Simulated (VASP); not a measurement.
# AgO (F-43m) in VASP: notebook

AgO is run at these levels: PBEsol; tasks: single point.

Everything below comes from runs of VASP 6.6.1. Logs are shortened: lines on timing, memory, paths and dates and some standing lists are left out, and cuts for length are marked.

### 1 The cell of the first run

It takes space group F-43m (No. 216, cubic). Conventional cell: a = 4.734 Å, b = 4.734 Å, c = 4.734 Å, α = 90.00°, β = 90.00°, γ = 90.00°. Ag (site symmetry -43m) has 4 O at 2.05 Å within 2.7 Å. Within 2.7 Å of O (site symmetry -43m) lie 4 Ag at 2.05 Å.

### 2 Single point, PBEsol

The input, INCAR:

```
PREC     = Accurate       # precision mode
ENCUT    = 520            # plane-wave cutoff, eV
EDIFF    = 1E-6           # SCF threshold, eV
ISMEAR   = 1              # smearing method
SIGMA    = 0.15           # smearing width, eV
LREAL    = F              # projectors in reciprocal space
LASPH    = T              # aspherical terms in the spheres
NELM     = 100            # most SCF steps
ALGO     = Normal         # electronic algorithm
ISIF     = 2              # what is computed and relaxed
LWAVE    = F              # write WAVECAR
LCHARG   = F              # write CHGCAR
GGA      = PS             # functional
NBANDS   = 16             # bands
```

The input, KPOINTS:

```
regular mesh
0
Gamma
  8 8 8
```

The input, POSCAR:

```
AgO
1.0
    0.0000000000      2.3671785546      2.3671785546
    2.3671785546      0.0000000000      2.3671785546
    2.3671785546      2.3671785546      0.0000000000
Ag O
1 1
Direct
    0.0000000000      0.0000000000      0.0000000000
    0.2500000000      0.2500000000      0.2500000000
```

Potentials or basis: VASP PAW PBE potentials, release 64 (Ag, O).

Started as:

```bash
> cat potpaw_PBE.64/Ag/POTCAR potpaw_PBE.64/O/POTCAR > POTCAR
> mpirun -np 1 vasp_std > vasp.out
```

OUTCAR:

```text
PREC = Accurate
   ENCUT = 520
   EDIFF = 1E-6
   ISMEAR = 1
   LREAL = F
   LASPH = T
   NELM = 100
   ISIF = 2
   GGA = PS

 ion  position               nearest neighbor table
   1  0.000  0.000  0.000-   2 2.05   2 2.05   2 2.05   2 2.05
   2  0.250  0.250  0.250-   1 2.05   1 2.05   1 2.05   1 2.05

  LATTYP: Found a face centered cubic cell.
 ALAT       =     4.7343571092

  Lattice vectors:

 A1 = (   0.0000000000,   2.3671785546,   2.3671785546)
 A2 = (   2.3671785546,   0.0000000000,   2.3671785546)
 A3 = (   2.3671785546,   2.3671785546,   0.0000000000)

Analysis of symmetry for initial positions (statically):
=====================================================================
 Subroutine PRICEL returns:
 Original cell was already a primitive cell.

 Routine SETGRP: Setting up the symmetry group for a
 face centered cubic supercell.

 Subroutine GETGRP returns: Found 24 space group operations
 (whereof 24 operations were pure point group operations)
 out of a pool of 48 trial point group operations.

The static configuration has the point symmetry T_d .

Analysis of symmetry for dynamics (positions and initial velocities):
=====================================================================
 Subroutine PRICEL returns:
 Original cell was already a primitive cell.

 Routine SETGRP: Setting up the symmetry group for a
 face centered cubic supercell.

 Subroutine GETGRP returns: Found 24 space group operations
 (whereof 24 operations were pure point group operations)
 out of a pool of 48 trial point group operations.

The dynamic configuration has the point symmetry T_d .

 Subroutine INISYM returns: Found 24 space group operations
 (whereof 24 operations are pure point group operations),
 and found     1 'primitive' translations

----------------------------------------------------------------------------------------

                                     Primitive cell

  volume of cell :      26.5291

  direct lattice vectors                    reciprocal lattice vectors
     0.000000000  2.367178555  2.367178555    -0.211221920  0.211221920  0.211221920
     2.367178555  0.000000000  2.367178555     0.211221920 -0.211221920  0.211221920
     2.367178555  2.367178555  0.000000000     0.211221920  0.211221920 -0.211221920

  length of vectors
     3.347696016  3.347696016  3.347696016     0.365847098  0.365847098  0.365847098
[... 74 lines left out ...]
   ICHARG =      2    charge: 1-file 2-atom 10-const
   ISPIN  =      1    spin polarized calculation?
   LNONCOLLINEAR =      F non collinear calculations
   LSORBIT =      F    spin-orbit coupling
   LASPH  =      T    aspherical Exc in radial PAW
   ENCUT  =  520.0 eV  38.22 Ry    6.18 a.u.   6.22  6.22  6.22*2*pi/ulx,y,z
   NELM   =    100;   NELMIN=  2; NELMDL= -5     # of ELM steps
   EDIFF  = 0.1E-05   stopping-criterion for ELM
   LREAL  =      F    real-space projection
   EDIFFG = 0.1E-04   stopping-criterion for IOM
   NSW    =      0    number of steps for IOM
   IBRION =     -1    ionic relax: 0-MD 1-quasi-New 2-CG
   NFREE  =      0    steps in history (QN), initial steepest desc. (CG)
   ISIF   =      2    stress and relaxation
   ISYM   =      2    0-nonsym 1-usesym 2-fastsym
   POTIM  = 0.5000    time-step for ionic-motion
   TEBEG  =    0.0;   TEEND  =   0.0 temperature during run
   PSTRESS=    0.0 pullay stress
   NELECT =      17.0000    total number of electrons
   NUPDOWN=      -1.0000    fix difference up-down
   EMIN   =  10.00;   EMAX   =-10.00  energy-range for DOS
   EFERMI =   0.00;   METHOD = LEGACY
   ISMEAR =     1;   SIGMA  =   0.15  broadening in eV -4-tet -1-fermi 0-gaus
   EFERMI_NEDOS =   21; number of points for ismear=-14 and -15
   IALGO  =     38    algorithm
   IMIX   =      4    mixing-type and parameters
     AMIX     =   0.40;   BMIX     =  1.00
     AMIX_MAG =   1.60;   BMIX_MAG =  1.00
  volume/ion in A,a.u.               =      13.26        89.51
  Fermi-wavevector in a.u.,A,eV,Ry     =   1.411400  2.667159 27.103486  1.992050
  Thomas-Fermi vector in A             =   2.533255
   LORBIT       =      0    0 simple, 1 ext, 2 COOP (PROOUT), +10 PAW based schemes
   GGA     = PS    functional components
   LHFCALC =     F    Hartree Fock is set to
   AEXX    =    0.0000 exact exchange contribution
   IVDW    =     0    specifies the selected vdW correction
   LEPSILON=     F    determine dielectric tensor
   LRPA    =     F    only Hartree local field effects (RPA)
 non-spin polarized calculation
 Methfessel and Paxton  Order N= 1 SIGMA  =   0.15
  energy-cutoff  :      520.00
  volume of cell :       26.53
 maximum number of plane-waves:       725
 NGX is ok and might be reduce to    28
   NGX = 13   NGY = 13   NGZ = 13

 number of electron      16.9999999 magnetization

 Free energy of the ion-electron system (eV)
  ---------------------------------------------------
  ext. energy  EPLUGINS =         0.00000000
  ---------------------------------------------------
  free energy    TOTEN  =        -7.87333039 eV

  energy without entropy =       -7.87166243  energy(sigma->0) =       -7.87277440

 E-fermi :   5.5314     XC(G=0): -11.5852

 val. band max:        5.5256881095   @ k =   0.1250   0.0000   0.0000
 cond. band min:       5.5795098005   @ k =  -0.3750   0.1250   0.0000
 fundamental gap:      0.0538216910
 Fermi energy:         5.5314257057

 k-point     1 :       0.0000    0.0000    0.0000
  band No.  band energies     occupation
      1     -13.2717      2.00000
      2      -0.9805      2.00000
      3      -0.9805      2.00000
      4      -0.9805      2.00000
      5       2.0657      2.00000
      6       2.0657      2.00000
[... 433 lines left out ...]
      3      -0.3100      2.00000
      4       0.2290      2.00000
      5       1.9480      2.00000
      6       2.3055      2.00000
[... 8 lines left out ...]
     15      25.9004      0.00000
     16      28.6918      0.00000

 [... further k-points ...]
[... 5 lines left out ...]
  --------------------------------------------------------------------------------------
  -------------------------------------------------------------------------------------
  Total        3.2938144      3.2938144      3.2938144      0.0000000      0.0000000      0.0000000
  in kB      198.9237598    198.9237598    198.9237598      0.0000000      0.0000000      0.0000000
  external PRESSURE =     198.9237598 kB  Pullay stress =       0.0000000 kB

 VOLUME and BASIS-vectors are now :
 -----------------------------------------------------------------------------
  energy-cutoff  :      520.00
  volume of cell :       26.53
      direct lattice vectors                 reciprocal lattice vectors
     0.000000000  2.367178555  2.367178555    -0.211221920  0.211221920  0.211221920
     2.367178555  0.000000000  2.367178555     0.211221920 -0.211221920  0.211221920
     2.367178555  2.367178555  0.000000000     0.211221920  0.211221920 -0.211221920

 POSITION                                       TOTAL-FORCE (eV/Angst)
 -----------------------------------------------------------------------------------
      0.00000      0.00000      0.00000        -0.000000     -0.000000     -0.000000
      1.18359      1.18359      1.18359         0.000000      0.000000      0.000000
 -----------------------------------------------------------------------------------
    total drift:                                0.000000      0.000000      0.000000

  FREE ENERGIE OF THE ION-ELECTRON SYSTEM (eV)
  ---------------------------------------------------
  free  energy   TOTEN  =        -7.8733303894 eV

  energy  without entropy=       -7.8716624279  energy(sigma->0) =       -7.87277440
```

stdout:

```text
POSCAR found type information on POSCAR AgO
 POSCAR found :  2 types and       2 ions
 scaLAPACK will be used
 -----------------------------------------------------------------------------
|                                                                             |
|                                                                             |
|     You enforced a specific xc type in the INCAR file but a different       |
|     I HOPE YOU KNOW WHAT YOU ARE DOING!                                     |
|                                                                             |
 -----------------------------------------------------------------------------

 LDA part: xc-table for (Slater+PW92), standard interpolation
 POSCAR, INCAR and KPOINTS ok, starting setup
 FFT: planning ... GRIDC
 FFT: planning ... GRID_SOFT
 FFT: planning ... GRID
 WAVECAR not read
 entering main loop
```

It took 24 s on 1 thread of Intel Xeon 8259CL, shared host; peak memory 0.16 GiB.

What came out:

* Free energy: -7.8733 eV
* Pressure: 19.9 GPa

Caveat: the PAW data sets were made with another functional, which shifts forces and pressure a little; an odd number of electrons without spin polarisation forces a metal; a magnetic or distorted state may lie lower.

[end of part 1 of 3]
